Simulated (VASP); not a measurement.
Runs of VASP 6.6.1 on Mn. The structure is that of space group Im-3m (No. 229), or close to it. The cells are those of the table. 

```csv
spin,cell,k mesh,cutoff (eV),smearing,gap on the mesh (eV),pressure (GPa),moment (μB)
"collinear, ferromagnetic start","a = 2.354 Å, angles 109.5°, 1 atom",18 × 18 × 18,520,fermi-dirac 0.05 eV,none,(c),0.51
"collinear, ferromagnetic start","a = 2.320 Å, angles 109.5°, 1 atom",18 × 18 × 18,520,fermi-dirac 0.05 eV,none,42.2,0.36
off,"a = 2.412 Å, angles 109.5°, 1 atom",8 × 8 × 8,500,fermi-dirac 0.1 eV,none,-0.4,-
"collinear, ferromagnetic start","a = 2.483 Å, angles 109.5°, 1 atom",18 × 18 × 18,520,fermi-dirac 0.05 eV,none,(d),(b)
"collinear, ferromagnetic start","a = 2.421 Å, angles 109.5°, 1 atom",15 × 15 × 15,520,fermi-dirac 0.05 eV,none,0.1,0.81
"collinear, ferromagnetic start","a = 2.388 Å, angles 109.5°, 1 atom",18 × 18 × 18,520,fermi-dirac 0.05 eV,none,(a),0.68
"collinear, ferromagnetic start","a = 2.514 Å, angles 109.5°, 1 atom",18 × 18 × 18,520,fermi-dirac 0.05 eV,none,-21.1,1.09
"collinear, ferromagnetic start","a = 2.421 Å, angles 109.5°, 1 atom",18 × 18 × 18,520,fermi-dirac 0.05 eV,none,0.0,0.82
"collinear, ferromagnetic start","a = 2.452 Å, angles 109.5°, 1 atom",18 × 18 × 18,520,fermi-dirac 0.05 eV,none,-8.5,0.94
"collinear, ferromagnetic start","a = 2.421 Å, angles 109.5°, 1 atom",8 × 8 × 8,500,fermi-dirac 0.1 eV,none,-0.6,0.74
```

Alike in all rows: task single point; level PBE; potentials or basis VASP PAW PBE potentials, release 64 (Mn_pv).

Problem. Estimate the missing entries.

Solution. (a) 10.8; (b) 1.03; (c) 24.4; (d) -15.4.

Caveats: some runs use coarse meshes.

A gap of «none» marks levels without a gap at the run's occupations.
